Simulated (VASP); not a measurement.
# BeTe (Pnma) in VASP: relaxation of cell and atoms with PBE

Aim: the relaxation of cell and atoms of BeTe with PBE.

Program: VASP 6.6.1. These are calculated values, not measurements. Logs are shortened: lines on timing, memory, paths and dates and some standing lists are left out, and cuts for length are marked.

## Step 1: The cell of the first run

Symmetry: Pnma, No. 62, orthorhombic system. Conventional cell: a = 7.176 Å, b = 4.073 Å, c = 6.940 Å, α = 90.00°, β = 90.00°, γ = 90.00°. Be (site symmetry m) has 4 Te at 2.43 to 2.49 Å and 2 Be at 3.19 Å within 3.2 Å. Within 3.2 Å of Te (site symmetry m) lie 4 Be at 2.43 to 2.49 Å.

The cell was generated, and may not be a known phase.

## Step 2: Relaxation of cell and atoms, PBE

Contents of INCAR:

```
SYSTEM = BeTe
ALGO = Normal ; EDIFF = 1E-6
EDIFFG = -0.01 ; ENCUT = 600
GGA = PE ; IBRION = 2
ISIF = 3 ; ISMEAR = 0
LASPH = .True. ; LCHARG = .False.
LREAL = .False. ; LWAVE = .False.
NELM = 60 ; NSW = 100
PREC = Accurate ; SIGMA = 0.02
```

Contents of KPOINTS:

```
k-points
0
Gamma
  4 8 4
  0 0 0
```

Contents of POSCAR:

```
BeTe
1.0
    7.1758137974      0.0000000000      0.0000000000
    0.0000000000      4.0732004937      0.0000000000
    0.0000000000      0.0000000000      6.9398317447
Be Te
4 4
Direct
    0.8557126375      0.7500000000      0.4057718973
    0.6442873625      0.2500000000      0.9057718973
    0.3557126375      0.7500000000      0.0942281027
    0.1442873625      0.2500000000      0.5942281027
    0.7971469730      0.2500000000      0.5929290736
    0.7028530270      0.7500000000      0.0929290736
    0.2971469730      0.2500000000      0.9070709264
    0.2028530270      0.7500000000      0.4070709264
```

Potentials or basis: VASP PAW PBE potentials, release 64 (Be, Te).

The run is started by

```
cat potpaw_PBE.64/Be/POTCAR potpaw_PBE.64/Te/POTCAR > POTCAR
mpirun -np 1 vasp_std > vasp.out
```

OUTCAR:

```text
SYSTEM = BeTe
   EDIFF = 1E-6
   EDIFFG = -0.01
   ENCUT = 600
   GGA = PE
   IBRION = 2
   ISIF = 3
   ISMEAR = 0
   LASPH = .True.
   LREAL = .False.
   NELM = 60
   NSW = 100
   PREC = Accurate

 ion  position               nearest neighbor table
   1  0.856  0.750  0.406-   6 2.43   5 2.45   5 2.45   8 2.49
   2  0.644  0.250  0.906-   5 2.43   6 2.45   6 2.45   7 2.49
   3  0.356  0.750  0.094-   8 2.43   7 2.45   7 2.45   6 2.49
   4  0.144  0.250  0.594-   7 2.43   8 2.45   8 2.45   5 2.49
   5  0.797  0.250  0.593-   2 2.43   1 2.45   1 2.45   4 2.49
   6  0.703  0.750  0.093-   1 2.43   2 2.45   2 2.45   3 2.49
   7  0.297  0.250  0.907-   4 2.43   3 2.45   3 2.45   2 2.49
   8  0.203  0.750  0.407-   3 2.43   4 2.45   4 2.45   1 2.49

  LATTYP: Found a simple orthorhombic cell.
 ALAT       =     4.0732004937
 B/A-ratio  =     1.7037785779
 C/A-ratio  =     1.7617138681

  Lattice vectors:

 A1 = (   0.0000000000,   4.0732004937,   0.0000000000)
 A2 = (   0.0000000000,   0.0000000000,   6.9398317447)
 A3 = (   7.1758137974,   0.0000000000,   0.0000000000)

Analysis of symmetry for initial positions (statically):
=====================================================================
 Subroutine PRICEL returns:
 Original cell was already a primitive cell.

 Routine SETGRP: Setting up the symmetry group for a
 simple orthorhombic supercell.

 Subroutine GETGRP returns: Found  8 space group operations
 (whereof  2 operations were pure point group operations)
 out of a pool of  8 trial point group operations.

The static configuration has the point symmetry S_2 .
 The point group associated with its full space group is D_2h.

Analysis of symmetry for dynamics (positions and initial velocities):
=====================================================================
 Subroutine PRICEL returns:
 Original cell was already a primitive cell.

 Routine SETGRP: Setting up the symmetry group for a
 simple orthorhombic supercell.

 Subroutine GETGRP returns: Found  8 space group operations
 (whereof  2 operations were pure point group operations)
 out of a pool of  8 trial point group operations.

The dynamic configuration has the point symmetry S_2 .
 The point group associated with its full space group is D_2h.

 Subroutine INISYM returns: Found  8 space group operations
 (whereof  2 operations are pure point group operations),
 and found     1 'primitive' translations

----------------------------------------------------------------------------------------

                                     Primitive cell

  volume of cell :     202.8411

  direct lattice vectors                    reciprocal lattice vectors
     7.175813797  0.000000000  0.000000000     0.139357016  0.000000000  0.000000000
     0.000000000  4.073200494  0.000000000     0.000000000  0.245507188  0.000000000
     0.000000000  0.000000000  6.939831745     0.000000000  0.000000000  0.144095713

  length of vectors
     7.175813797  4.073200494  6.939831745     0.139357016  0.245507188  0.144095713

  position of ions in fractional coordinates (direct lattice)
     0.855712637  0.750000000  0.405771897
     0.644287363  0.250000000  0.905771897
     0.355712637  0.750000000  0.094228103
     0.144287363  0.250000000  0.594228103
     0.797146973  0.250000000  0.592929074
     0.702853027  0.750000000  0.092929074
     0.297146973  0.250000000  0.907070926
     0.202853027  0.750000000  0.407070926

  ion indices of the primitive-cell ions
   primitive index   ion index
                 1           1
                 2           2
                 3           3
                 4           4
                 5           5
                 6           6
                 7           7
                 8           8

----------------------------------------------------------------------------------------

 KPOINTS: k-points

Automatic generation of k-mesh.
 Grid dimensions read from file:
 generate k-points for:    4    8    4

 Generating k-lattice:

  Cartesian coordinates                     Fractional coordinates (reciprocal lattice)
     0.034839254  0.000000000  0.000000000     0.250000000  0.000000000  0.000000000
     0.000000000  0.030688399  0.000000000     0.000000000  0.125000000  0.000000000
     0.000000000  0.000000000  0.036023928     0.000000000  0.000000000  0.250000000

  Length of vectors
     0.034839254  0.030688399  0.036023928

  Shift w.r.t. Gamma in fractional coordinates (k-lattice)
     0.000000000  0.000000000  0.000000000

 Subroutine IBZKPT returns following result:
 ===========================================

 Found     45 irreducible k-points:

 Following reciprocal coordinates:
            Coordinates               Weight
  0.000000  0.000000  0.000000      1.000000
  0.250000  0.000000  0.000000      2.000000
  0.500000  0.000000  0.000000      1.000000
  0.000000  0.125000  0.000000      2.000000
  0.250000  0.125000  0.000000      4.000000
  0.500000  0.125000  0.000000      2.000000
[... 16 lines left out ...]
  0.250000  0.250000  0.250000      8.000000
  0.500000  0.250000  0.250000      4.000000
 [... further k-points ...]
   k-points           NKPTS =     45   k-points in BZ     NKDIM =     45   number of bands    NBANDS=     21
   number of dos      NEDOS =    301   number of ions     NIONS =      8
   total plane-waves  NPLWV = 120960
   dimension x,y,z NGX =    60 NGY =   36 NGZ =   56
   dimension x,y,z NGXF=   120 NGYF=   72 NGZF=  112
   ions per type =               4   4
   NGX,Y,Z   is equivalent  to a cutoff of  13.90, 14.69, 13.41 a.u.
   NGXF,Y,Z  is equivalent  to a cutoff of  27.80, 29.39, 26.83 a.u.
 SYSTEM =  BeTe
   PREC   = accura    normal or accurate (medium, high low for compatibility)
   ISTART =      0    job   : 0-new  1-cont  2-samecut
   ICHARG =      2    charge: 1-file 2-atom 10-const
   ISPIN  =      1    spin polarized calculation?
   LNONCOLLINEAR =      F non collinear calculations
   LSORBIT =      F    spin-orbit coupling
   LASPH  =      T    aspherical Exc in radial PAW
   ENCUT  =  600.0 eV  44.10 Ry    6.64 a.u.  14.33  8.14 13.86*2*pi/ulx,y,z
   NELM   =     60;   NELMIN=  2; NELMDL= -5     # of ELM steps
   EDIFF  = 0.1E-05   stopping-criterion for ELM
   LREAL  =      F    real-space projection
   EDIFFG = -.1E-01   stopping-criterion for IOM
   NSW    =    100    number of steps for IOM
   IBRION =      2    ionic relax: 0-MD 1-quasi-New 2-CG
   NFREE  =      1    steps in history (QN), initial steepest desc. (CG)
   ISIF   =      3    stress and relaxation
   ISYM   =      2    0-nonsym 1-usesym 2-fastsym
   POTIM  = 0.5000    time-step for ionic-motion
   TEBEG  =    0.0;   TEEND  =   0.0 temperature during run
   PSTRESS=    0.0 pullay stress
   NELECT =      32.0000    total number of electrons
   NUPDOWN=      -1.0000    fix difference up-down
   EMIN   =  10.00;   EMAX   =-10.00  energy-range for DOS
   EFERMI =   0.00;   METHOD = LEGACY
   ISMEAR =     0;   SIGMA  =   0.02  broadening in eV -4-tet -1-fermi 0-gaus
   EFERMI_NEDOS =   21; number of points for ismear=-14 and -15
   IALGO  =     38    algorithm
   IMIX   =      4    mixing-type and parameters
     AMIX     =   0.40;   BMIX     =  1.00
     AMIX_MAG =   1.60;   BMIX_MAG =  1.00
  volume/ion in A,a.u.               =      25.36       171.10
  Fermi-wavevector in a.u.,A,eV,Ry     =   0.884585  1.671623 10.646429  0.782490
  Thomas-Fermi vector in A             =   2.005505
   LORBIT       =      0    0 simple, 1 ext, 2 COOP (PROOUT), +10 PAW based schemes
   GGA     = PE    functional components
   LHFCALC =     F    Hartree Fock is set to
   AEXX    =    0.0000 exact exchange contribution
   IVDW    =     0    specifies the selected vdW correction
   LEPSILON=     F    determine dielectric tensor
   LRPA    =     F    only Hartree local field effects (RPA)
 conjugate gradient relaxation of ions
 non-spin polarized calculation
 Gauss-broadening in eV      SIGMA  =   0.02
  energy-cutoff  :      600.00
  volume of cell :      202.84
 maximum number of plane-waves:      6836
 NGX is ok and might be reduce to    60
   NGX = 29   NGY = 17   NGZ = 27

--------------------------------------- Ionic step        1  -------------------------------------------

 number of electron      32.0000001 magnetization

 Free energy of the ion-electron system (eV)
  ---------------------------------------------------
  ext. energy  EPLUGINS =         0.00000000
  ---------------------------------------------------
  free energy    TOTEN  =       -29.52116202 eV

  energy without entropy =      -29.52116202  energy(sigma->0) =      -29.52116202

------------------------ aborting loop because EDIFF is reached ----------------------------------------

  FORCE on cell =-STRESS in cart. coord.  units (eV):
  Direction    XX          YY          ZZ          XY          YZ          ZX
  --------------------------------------------------------------------------------------
  -------------------------------------------------------------------------------------
  Total        0.4403706     -0.1134680      0.3450367      0.0000000     -0.0000000      0.0000000
  in kB        3.4783476     -0.8962478      2.7253354      0.0000000     -0.0000000      0.0000000
  external PRESSURE =       1.7691451 kB  Pullay stress =       0.0000000 kB
[... 321 lines left out ...]
  energy  without entropy=      -29.5237608022  energy(sigma->0) =      -29.52376080

--------------------------------------- Ionic step        9  -------------------------------------------

 number of electron      32.0000000 magnetization

 Free energy of the ion-electron system (eV)
  ---------------------------------------------------
  ext. energy  EPLUGINS =         0.00000000
  ---------------------------------------------------
  free energy    TOTEN  =       -29.52381264 eV

  energy without entropy =      -29.52381264  energy(sigma->0) =      -29.52381264

 E-fermi :   3.9224     XC(G=0):  -8.3798

 val. band max:        3.8055309056   @ k =   0.0000   0.0000   0.0000
 cond. band min:       6.0318541504   @ k =   0.0000   0.0000   0.0000
 fundamental gap:      2.2263232448
 Fermi energy:         3.9223668995

 k-point     1 :       0.0000    0.0000    0.0000
  band No.  band energies     occupation
      1      -8.1665      2.00000
      2      -7.2071      2.00000
      3      -6.9921      2.00000
      4      -6.4788      2.00000
      5      -1.3432      2.00000
      6      -0.9565      2.00000
[... 550 lines left out ...]
      5      -0.9129      2.00000
      6      -0.9129      2.00000
[... 13 lines left out ...]
     20       7.2824      0.00000
     21       8.2192      0.00000

 [... further k-points ...]

------------------------ aborting loop because EDIFF is reached ----------------------------------------

  FORCE on cell =-STRESS in cart. coord.  units (eV):
  Direction    XX          YY          ZZ          XY          YZ          ZX
  --------------------------------------------------------------------------------------
  -------------------------------------------------------------------------------------
  Total        0.0266913     -0.0177645     -0.0195399      0.0000000      0.0000000      0.0000000
  in kB        0.2102916     -0.1399607     -0.1539480      0.0000000      0.0000000      0.0000000
  external PRESSURE =      -0.0278724 kB  Pullay stress =       0.0000000 kB
[... 23 lines left out ...]
  FREE ENERGIE OF THE ION-ELECTRON SYSTEM (eV)
  ---------------------------------------------------
  free  energy   TOTEN  =       -29.5238126399 eV

  energy  without entropy=      -29.5238126399  energy(sigma->0) =      -29.52381264

 reached required accuracy - stopping structural energy minimisation
```

It took 7.5 min on 1 thread of Intel Xeon 6975P-C (Granite Rapids), shared host; peak memory 0.49 GiB.

Results:

* Free energy: -29.5238 eV
* Relaxed volume: 25.42 Å³/atom
* Relaxed cell: a = 7.195 Å, b = 4.057 Å, c = 6.967 Å, α = 90.00°, β = 90.00°, γ = 90.00°
* Space group after relaxing (to 0.1 Å): Pnma (No. 62)
* Energy gained by relaxing: 0.3 meV/atom
* Ionic steps: 9
* Pressure after relaxing: 0.0 GPa
* Largest force after relaxing: 0.009 eV/Å
* Band gap on the k mesh: 2.23 eV

Forces on the atoms (eV/Å):
```
Be   0.004  0.000  0.008
Be  -0.004  0.000  0.008
Be   0.004  0.000 -0.008
Be  -0.004  0.000 -0.008
Te  -0.001  0.000 -0.001
Te   0.001  0.000 -0.001
Te  -0.001  0.000  0.001
Te   0.001  0.000  0.001
```

Step by step:
```tsv
step	energy change (eV)	largest force (eV/Å)	pressure (GPa)	volume (Å³)
1	0.0000	0.0686	0.18	202.84
2	-0.0017	0.0233	-0.06	203.66
3	-0.0017	0.0255	-0.10	203.79
4	-0.0023	0.0212	-0.04	203.54
5	-0.0025	0.0181	0.00	203.35
6	-0.0025	0.0174	0.01	203.31
7	-0.0026	0.0118	0.01	203.32
8	-0.0026	0.0109	0.00	203.32
9	-0.0027	0.0085	0.00	203.36
```

Final structure:
```
Be Te
1.0
     7.19507    0.00000    0.00000
     0.00000    4.05681    0.00000
     0.00000    0.00000    6.96688
Be Te
4 4
Direct
  0.85647 0.75000 0.40542
  0.64353 0.25000 0.90542
  0.35647 0.75000 0.09458
  0.14353 0.25000 0.59458
  0.79664 0.25000 0.59389
  0.70336 0.75000 0.09389
  0.29664 0.25000 0.90611
  0.20336 0.75000 0.40611
```

Caveat: spin-orbit coupling is left out, which moves the levels of the heavy elements. A k mesh can miss the band edges.
